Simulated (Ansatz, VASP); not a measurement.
## Cu: VASP beside Ansatz

```
Cu
1.0
     0.00000    1.78813    1.78813
     1.78813    0.00000    1.78813
     1.78813    1.78813    0.00000
Cu
1
Direct
  0.00000 0.00000 0.00000
```

Alike in both runs: task single point; functional r2SCAN; k mesh 4 × 4 × 4; occupations fermi-dirac, width 0.1 eV; no spin polarisation.

```csv
,VASP,Ansatz
version,VASP 6.6.1,Ansatz 0.2.0
potentials or method,"VASP PAW PBE potentials, release 64 (Cu), cutoff 520 eV","plane waves (500 eV) with PAW, scalar-relativistic"
valence electrons in the cell,11,19
```

VASP gave:

```
pressure (GPa) : 2.6
```

Problem. What did Ansatz give for the same quantities?

Solution. Pressure (GPa): 2.0.

VASP's potentials were made for PBE, not for r2SCAN. VASP's potentials hold 11 valence electrons a cell and Ansatz's 19, so a difference there can come from the potentials and not from the codes.

The k mesh is coarse, so the values compare programs but aren't converged.
